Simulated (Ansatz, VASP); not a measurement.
BN in VASP and in Ansatz

```
B N
1.0
    -2.55458    0.00000    0.00000
    -1.27729   -2.21233    0.00000
    -0.63877   -0.36880   12.67354
B N
6 6
Direct
  0.65626 0.65626 0.06242
  0.60069 0.60069 0.39575
  0.54513 0.54513 0.72909
  0.18401 0.18401 0.89575
  0.29514 0.29514 0.22909
  0.23958 0.23958 0.56242
  0.51038 0.51038 0.93755
  0.62151 0.62151 0.27088
  0.56594 0.56594 0.60421
  0.20483 0.20483 0.77088
  0.31596 0.31596 0.10421
  0.26039 0.26039 0.43755
```

Alike in both runs: task single point; functional PBE; k mesh 10 × 10 × 2; occupations gaussian, width 0.05 eV; no spin polarisation.

|  | VASP | Ansatz |
| --- | --- | --- |
| version | VASP 6.6.1 | Ansatz 0.2.0 |
| potentials or method | VASP PAW PBE potentials, release 64 (B, N), cutoff 520 eV | scalar-relativistic, plane waves, PAW |
| valence electrons in the cell | 48 | 48 |

```tsv
	VASP	Ansatz	Ansatz less VASP
gap on the k mesh at the Fermi level (eV)	4.51	4.52	+0.010
least direct gap on the mesh (eV)	6.61	6.62	+0.006
pressure (GPa)	0.8	0.6	-0.22
traceless stress, the component that is largest in VASP (GPa)	15.52	15.51	-0.012
rms of the force components (eV/Å)	0.863	0.864	+0.0007
```

Atom by atom the forces differ by 0.003 eV/Å (rms over components). The functional is the same, so the differences come from potentials, cutoffs and numerics.
